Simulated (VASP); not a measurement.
Input of a VASP 6.6.1 run:

Contents of INCAR:

```
  PREC = Accurate
  ENCUT = 520
  EDIFF = 1E-6
  ISMEAR = 0
  SIGMA = 0.15
  LREAL = False
  LASPH = True
  NELM = 60
  ALGO = Fast
  ISIF = 2
  LWAVE = False
  LCHARG = True
  GGA = CA
  LELF = True
  LVHAR = True
  NBANDS = 12
```

Contents of KPOINTS:

```
regular mesh
0
Gamma
  24 24 24
```

The input POSCAR:

```
Cu
1.0
   -1.4759662850      1.4759662850      1.2291847222
    1.4759662850     -1.4759662850      1.2291847222
    1.4759662850      1.4759662850     -1.2291847222
Cu
1
Direct
    0.0000000000      0.0000000000      0.0000000000
```

Potentials or basis: VASP PAW LDA potentials, release 64 (Cu).

The run is started by

```bash
$ cat potpaw_LDA.64/Cu/POTCAR > POTCAR
$ mpirun -np 1 vasp_std > vasp.out
```

Problem. What does it give for the band gap on the k mesh?

Solution. Zero (an odd number of electrons rules out a gap without spin polarisation).

Problem. What does it give for the pressure?

Solution. 7.0 GPa.

Stress tensor (GPa, compression positive):
```
 3.93  0.00  0.00
 0.00  3.93  0.00
 0.00  0.00 13.06
```

Caveat: the cell stands under pressure.
